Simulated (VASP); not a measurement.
Wanted: the native input for a VASP 6.6.1 run.

```
Task                   : single point
Functional             : revPBE
Dispersion             : D3(BJ)
Potentials or basis    : VASP PAW PBE potentials, release 64 (Os)
Cutoff                 : 520 eV
k mesh                 : 11 × 11 × 6
Occupations            : fermi-dirac, width 0.05 eV
Spin                   : no spin polarisation
Dipole correction      : no
Further INCAR settings : ALGO = Normal; EDIFF = 1e-06; NBANDS = 15
```

The structure of Os lies in POSCAR:

```
Os
1.0
    2.7341000000      0.0000000000      0.0000000000
   -1.3670500000      2.3678000565      0.0000000000
    0.0000000000      0.0000000000      4.3197000000
Os
2
Direct
    0.6666666667      0.3333333333      0.7500000000
    0.3333333333      0.6666666667      0.2500000000
```

These files were run (other wordings do the same):

INCAR

```
PREC = Accurate
ENCUT = 520
EDIFF = 1E-6
ISMEAR = -1
SIGMA = 0.05
LREAL = F
LASPH = T
NELM = 100
ALGO = Normal
ISIF = 2
LWAVE = F
LCHARG = F
GGA = RE
IVDW = 12
NBANDS = 15
```

KPOINTS

```
regular mesh
0
Gamma
  11 11 6
```

Potentials or basis: VASP PAW PBE potentials, release 64 (Os).

Run with:

```sh
$ cat potpaw_PBE.64/Os/POTCAR > POTCAR
$ mpirun -np 1 vasp_std > vasp.out
```

It gave:

```
Pressure                   : -2.6 GPa
Band gap on the k mesh     : zero (bands 8 and 9 overlap by 3.89 eV)
Dispersion energy per atom : -1.203 eV
```

Caveat: the PAW data sets were made with another functional, which shifts forces and pressure a little; spin-orbit coupling is left out, which moves the levels of the heavy elements.

Run time: 20 s on 1 thread of Intel Xeon 8259CL, on a shared host, peak memory 0.16 GiB.
